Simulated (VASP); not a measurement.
**Co: single point with RPBE**

Crystal: Co.

```xyz
1
Lattice="2.3966 0.0000 0.0000 0.0000 2.3966 0.0000 0.0000 0.0000 2.3966" Properties=species:S:1:pos:R:3 pbc="T T T"
Co    0.0000    0.0000    0.0000
```

This cell differs from its parent crystal: volume scaled by 1.04.

* Program: VASP 6.6.1
* Task: single point
* Functional: RPBE
* Potentials or basis: VASP PAW PBE potentials, release 64 (Co)
* Cutoff: 520 eV
* k mesh: 15 × 15 × 15
* Occupations: fermi-dirac, width 0.05 eV
* Spin: collinear spin, ferromagnetic start
* Starting moments: [1.944] μB

```yaml
Pressure: -5.3 GPa
Net_moment: 1.91 μB per cell
Site_moments: Co +1.93 μB
Valence_electrons_inside_the_program's_atomic_spheres: Co 8.06
```

Levels at points of the mesh, in eV from the Fermi level:
Spin up:
```csv
k point,band 2,band 3,band 4,band 5,band 6,band 7,band 8,band 9,band 10,band 11
"(0.00, 0.00, 0.00)",-4.13,-4.13,-1.38,-1.38,-1.38,17.97,17.97,17.97,21.60,21.60
```
Spin down:
| k point | band 1 | band 2 | band 3 | band 4 | band 5 | band 6 | band 7 |
| --- | --- | --- | --- | --- | --- | --- | --- |
| (0.00, 0.00, 0.00) | -7.74 | -2.77 | -2.77 | 1.09 | 1.09 | 1.09 | 18.31 |

It took 26 s on 1 thread of Intel(R) Xeon(R) Platinum 8559C (Emerald Rapids) (shared host), peak memory 0.15 GiB.

Caveat: the PAW data sets were made with another functional, which shifts forces and pressure a little.
